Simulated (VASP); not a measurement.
Here is a VASP 6.6.1 calculation.

File INCAR:

```
ALGO     = Normal         # electronic algorithm
EDIFF    = 1E-6           # SCF threshold, eV
ENCUT    = 600            # plane-wave cutoff, eV
GGA      = PS             # functional
GGA_COMPAT= F            
ISIF     = 2              # what is computed and relaxed
ISMEAR   = -1             # smearing method
LASPH    = T              # aspherical terms in the spheres
LCHARG   = T              # write CHGCAR
LELF     = T              # ELF
LREAL    = F              # projectors in reciprocal space
LVHAR    = T            
LWAVE    = F              # write WAVECAR
NBANDS   = 9              # bands
NELM     = 120            # most SCF steps
PREC     = Accurate       # precision mode
SIGMA    = 0.05           # smearing width, eV
```

The input KPOINTS:

```
k-points
0
Gamma
  5 5 5
```

POSCAR

```
MgH2
1.0
    0.0000000000      2.3810670000      2.3810670000
    2.3810670000      0.0000000000      2.3810670000
    2.3810670000      2.3810670000      0.0000000000
Mg H
1 2
Direct
   -0.0014822612      0.0012851011      0.0014938996
    0.7560675142      0.7445812326      0.7409178496
    0.2796729555      0.2244322452      0.2230610525
```

Potentials or basis: VASP PAW PBE potentials, release 64 (Mg, H).

Launch:

```console
$ cat potpaw_PBE.64/Mg/POTCAR potpaw_PBE.64/H/POTCAR > POTCAR
$ mpirun -np 1 vasp_std > vasp.out
```

What does it give for the pressure?

-0.9 GPa.

Predict the largest force.

0.336 eV/Å.

Forces in eV/Å, atoms in the order of the input:
```
Mg  -0.263  0.008  0.028
H   -0.068  0.031  0.007
H    0.332 -0.040 -0.035
```

Caveat: the k points lie up to 0.46 Å⁻¹ apart; the PAW data sets were made with another functional, which shifts forces and pressure a little.
